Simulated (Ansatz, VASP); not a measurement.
**ZnO in VASP and in Ansatz**

Contents of POSCAR:

```
ZnO
1.0
    3.2775636040      0.0000000000      0.0000000000
   -1.6387818020      2.8384533436      0.0000000000
    0.0000000000      0.0000000000      5.0981058293
Zn O
2 2
Direct
    0.3333333333      0.6666666667     -0.0018230057
    0.6666666667      0.3333333333      0.4981769943
    0.3333333333      0.6666666667      0.3882530057
    0.6666666667      0.3333333333      0.8882530057
```

File INCAR.step1:

```
PREC = Accurate
ENCUT = 600
ISMEAR = 0
SIGMA = 0.02
LREAL = F
LASPH = T
NELM = 60
GGA = PE
ALGO = Normal
EDIFF = 1E-4
LWAVE = T
LCHARG = F
```

Contents of INCAR.step2:

```
PREC = Accurate
ENCUT = 600
EDIFF = 1E-6
ISMEAR = 0
SIGMA = 0.02
LREAL = F
LASPH = T
NELM = 60
ALGO = Normal
ISIF = 3
LWAVE = F
LCHARG = F
METAGGA = R2SCAN
LMIXTAU = T
IBRION = 2
NSW = 80
EDIFFG = -0.01
ISTART = 1
```

The input KPOINTS:

```
regular mesh
0
Gamma
  12 12 6
```

Input for Ansatz:

```yaml
crystal:
  lattice:
    - [3.277563604, 0.0, 0.0]
    - [-1.638781802, 2.8384533436, 0.0]
    - [0.0, 0.0, 5.0981058293]
  atoms:
    - { symbol: Zn, position: [0.3333333333, 0.6666666667, -0.0018230057] }
    - { symbol: Zn, position: [0.6666666667, 0.3333333333, 0.4981769943] }
    - { symbol: O, position: [0.3333333333, 0.6666666667, 0.3882530057] }
    - { symbol: O, position: [0.6666666667, 0.3333333333, 0.8882530057] }
basis:
  ecutwfc: 500
kpoints:
  mp_grid: { grid: [12, 12, 6] }
hamiltonian:
  xc: r2scan
scf:
  occupations: { method: gaussian, width: 0.02 }
output:
  forces: true
  stress: true
  eigenvalues: true
relax:
  adjacent_minimum: "off"
  f_tol: 0.01
  max_steps: 60
  cell: { stress_tol: 0.1 }
```

Alike in both runs: task relaxation of cell and atoms; functional r2SCAN; k mesh 12 × 12 × 6; occupations gaussian, width 0.02 eV; no spin polarisation.

|  | VASP | Ansatz |
| --- | --- | --- |
| version | VASP 6.6.1 | Ansatz 0.2.0 |
| potentials or method | VASP PAW PBE potentials, release 64 (Zn, O), cutoff 600 eV | scalar-relativistic, plane waves, PAW |
| valence electrons in the cell | 36 | 36 |

```tsv
	VASP	Ansatz	Ansatz less VASP
gap on the k mesh at the Fermi level, each at its own relaxed structure (eV)	1.23	1.24	+0.012
relaxed volume (Å³/atom)	11.87	11.81	-0.057
relaxed length of the cell vector where the two differ most in proportion (Å)	5.229	5.211	-0.0179
```

VASP's potentials were made for PBE, not for r2SCAN.
